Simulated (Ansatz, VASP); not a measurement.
GaSb in VASP and in Ansatz

```
Ga Sb
1.0
     0.00000    3.05900    3.05900
     2.96723    0.00000    3.05900
     2.96723    3.05900    0.00000
Ga Sb
1 1
Direct
  0.00000 0.00000 0.00000
  0.75000 0.75000 0.75000
```

Change from the starting cell: strain -0.0300 x Voigt [1, 0, 0, 0, 0, 0], atoms carried along.

Alike in both runs: task single point; functional PBE; k mesh 14 × 14 × 14; occupations gaussian, width 0.15 eV; no spin polarisation.

```csv
,VASP,Ansatz
version,VASP 6.6.1,Ansatz 0.2.0
potentials or method,"VASP PAW PBE potentials, release 64 (Ga_d, Sb), cutoff 520 eV","scalar-relativistic, plane waves, PAW"
valence electrons in the cell,18,28
```

|  | VASP | Ansatz | Ansatz less VASP |
| --- | --- | --- | --- |
| gap on the k mesh at the Fermi level (eV) | 0.13 | 0.13 | -0.003 |
| least direct gap on the mesh (eV) | 0.13 | 0.13 | -0.003 |
| pressure (GPa) | 4.2 | 4.1 | -0.08 |
| traceless stress, the component that is largest in VASP (GPa) | 0.82 | 0.82 | +0.002 |

With one functional, cell and mesh, what is left measures potentials, basis and numerics. VASP's potentials hold 18 valence electrons a cell and Ansatz's 28, so a difference there can come from the potentials and not from the codes.

Spin-orbit coupling is off throughout.
